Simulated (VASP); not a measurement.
Here is a VASP 6.6.1 calculation.

Contents of INCAR:

```
AGGAC = 1.0
AGGAX = 1.0
ALDAC = 0.0
ALDAX = 1.0
ALGO = Normal
EDIFF = 1E-6
ENCUT = 520
GGA = B5
ISIF = 2
ISMEAR = -1
IVDW = 13
LASPH = True
LCHARG = False
LREAL = False
LWAVE = False
NBANDS = 20
NELM = 60
PREC = Accurate
SIGMA = 0.05
VDW_A1 = 0.44488865
VDW_A2 = 4.0933009
VDW_S6 = 1.0
VDW_S8 = 2.34076671
```

The input KPOINTS:

```
k-points
0
Gamma
  10 10 10
```

The input POSCAR:

```
MoS2
1.0
    1.6003496834      0.9239623205      5.9328165353
   -1.6003496834      0.9239623205      5.9328165353
    0.0000000000     -1.8479246410      5.9328165353
Mo S
1 2
Direct
    0.0000670878      0.0000670878      0.0000670878
    0.4213575287      0.4213575287      0.4213575287
    0.2455753835      0.2455753835      0.2455753835
```

Potentials or basis: VASP PAW PBE potentials, release 64 (Mo_sv, S).

Command:

```console
$ cat potpaw_PBE.64/Mo_sv/POTCAR potpaw_PBE.64/S/POTCAR > POTCAR
$ mpirun -np 1 vasp_std > vasp.out
```

What does it give for the pressure?

0.0 GPa.

What does it give for the largest force?

0.014 eV/Å.

Estimate the band gap on the k mesh.

0.75 eV (least direct gap 1.84 eV).

Stress tensor (GPa, compression positive):
```
 0.07  0.00  0.00
 0.00  0.07  0.00
 0.00  0.00 -0.08
```

Caveat: semilocal functionals underestimate gaps, and a narrow one can read as zero; the PAW data sets were made with another functional, which shifts forces and pressure a little. BLYP gaps usually lie below the measured ones, often by a third to a half.
